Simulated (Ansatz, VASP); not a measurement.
**Two plane-wave programs on WS2**

Contents of INCAR:

```
PREC = Accurate
ENCUT = 520
EDIFF = 1E-6
ISMEAR = 0
SIGMA = 0.05
LREAL = False
LASPH = True
NELM = 60
ALGO = Normal
ISIF = 2
LWAVE = False
LCHARG = False
GGA = PE
IVDW = 12
NBANDS = 35
```

The input KPOINTS:

```
Automatic mesh
0
Gamma
  10 10 3
```

File POSCAR:

```
WS2
1.0
   -3.1542061832      0.0000000000      0.0000000000
   -1.5771030916     -2.7316226834      0.0000000000
    0.0000000000      0.0000000000     16.6399091344
W S
2 4
Direct
    0.3333333333      0.3333333333      0.1823914577
    0.6666666667      0.6666666667      0.5471743732
    0.3333333333      0.3333333333      0.4525405075
    0.6666666667      0.6666666667      0.0877575920
    0.3333333333      0.3333333333      0.6418082389
    0.6666666667      0.6666666667      0.2770253234
```

Input for Ansatz:

```yaml
crystal:
  lattice:
    - [-3.1542061832, 0.0, 0.0]
    - [-1.5771030916, -2.7316226834, 0.0]
    - [0.0, 0.0, 16.6399091344]
  atoms:
    - { symbol: W, position: [0.3333333333, 0.3333333333, 0.1823914577] }
    - { symbol: W, position: [0.6666666667, 0.6666666667, 0.5471743732] }
    - { symbol: S, position: [0.3333333333, 0.3333333333, 0.4525405075] }
    - { symbol: S, position: [0.6666666667, 0.6666666667, 0.087757592] }
    - { symbol: S, position: [0.3333333333, 0.3333333333, 0.6418082389] }
    - { symbol: S, position: [0.6666666667, 0.6666666667, 0.2770253234] }
basis:
  ecutwfc: 420
kpoints:
  mp_grid: { grid: [10, 10, 3] }
hamiltonian:
  xc: pbe
  dispersion: d3bj
scf:
  occupations: { method: gaussian, width: 0.05 }
output:
  forces: true
  stress: true
  eigenvalues: true
```

Alike in both runs: task single point; functional PBE; dispersion D3(BJ); k mesh 10 × 10 × 3; occupations gaussian, width 0.05 eV; no spin polarisation.

|  | VASP | Ansatz |
| --- | --- | --- |
| version | VASP 6.6.1 | Ansatz 0.2.0 |
| potentials or method | VASP PAW PBE potentials, release 64 (W_sv, S), cutoff 520 eV | scalar-relativistic, plane waves, PAW |
| valence electrons in the cell | 52 | 52 |

```tsv
	VASP	Ansatz	Ansatz less VASP
gap on the k mesh at the Fermi level (eV)	1.44	1.43	-0.015
least direct gap on the mesh (eV)	2.22	2.22	-0.003
rms of the force components (eV/Å)	0.022	0.021	-0.0013
```

Atom by atom the forces differ by 0.002 eV/Å (rms over components).

Spin-orbit coupling is off throughout.
